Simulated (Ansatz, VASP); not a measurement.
ZnF2 in VASP and in Ansatz

File INCAR:

```
SYSTEM = ZnF2
ALGO = Normal ; EDIFF = 1E-6
ENCUT = 600 ; GGA = PE
GGA_COMPAT = .FALSE. ; ISIF = 2
ISMEAR = 0 ; LASPH = .TRUE.
LCHARG = .TRUE. ; LELF = .TRUE.
LREAL = .FALSE. ; LVHAR = .TRUE.
LWAVE = .FALSE. ; NBANDS = 35
NELM = 120 ; PREC = Accurate
SIGMA = 0.02
```

KPOINTS

```
k-points
0
G
  6 6 8
  0 0 0
```

The input POSCAR:

```
ZnF2
1.0
    4.7998654192      0.0000000000      0.0000000000
    0.0000000000      4.7998654192      0.0000000000
    0.0000000000      0.0000000000      3.1754770448
Zn F
2 4
Direct
    0.5000000000      0.5000000000      0.5000000000
    0.0000000000      0.0000000000      0.0000000000
    0.6956244786      0.6956244786      0.0000000000
    0.8043755214      0.1956244786      0.5000000000
    0.3043755214      0.3043755214      0.0000000000
    0.1956244786      0.8043755214      0.5000000000
```

Input for Ansatz:

```yaml
crystal:
  lattice:
    - [4.7998654192, 0.0, 0.0]
    - [0.0, 4.7998654192, 0.0]
    - [0.0, 0.0, 3.1754770448]
  atoms:
    - { symbol: Zn, position: [0.5, 0.5, 0.5] }
    - { symbol: Zn, position: [0.0, 0.0, 0.0] }
    - { symbol: F, position: [0.6956244786, 0.6956244786, 0.0] }
    - { symbol: F, position: [0.8043755214, 0.1956244786, 0.5] }
    - { symbol: F, position: [0.3043755214, 0.3043755214, 0.0] }
    - { symbol: F, position: [0.1956244786, 0.8043755214, 0.5] }
basis:
  ecutwfc: 420
  xc_grid: 2
kpoints:
  mp_grid: { grid: [6, 6, 8] }
  band_path: { path: [VBM, CBM], npoints: 2 }
hamiltonian:
  xc: pbe
scf:
  occupations: { method: gaussian, width: 0.02 }
output:
  forces: true
  stress: true
  eigenvalues: true
```

Alike in both runs: task single point; functional PBE; k mesh 6 × 6 × 8; occupations gaussian, width 0.02 eV; no spin polarisation.

|  | VASP | Ansatz |
| --- | --- | --- |
| version | VASP 6.6.1 | Ansatz 0.2.0 |
| potentials or method | VASP PAW PBE potentials, release 64 (Zn, F), cutoff 600 eV | scalar-relativistic, plane waves, PAW |
| valence electrons in the cell | 52 | 52 |

```csv
,VASP,Ansatz,Ansatz less VASP
gap on the k mesh at the Fermi level (eV),3.46,3.52,+0.065
least direct gap on the mesh (eV),3.46,3.53,+0.070
pressure (GPa),0.3,0.0,-0.30
"traceless stress, the component that is largest in VASP (GPa)",0.17,-0.02,-0.193
rms of the force components (eV/Å),0.006,0.000,-0.0062
```

Atom by atom the forces differ by 0.006 eV/Å (rms over components). With one functional, cell and mesh, what is left measures potentials, basis and numerics.
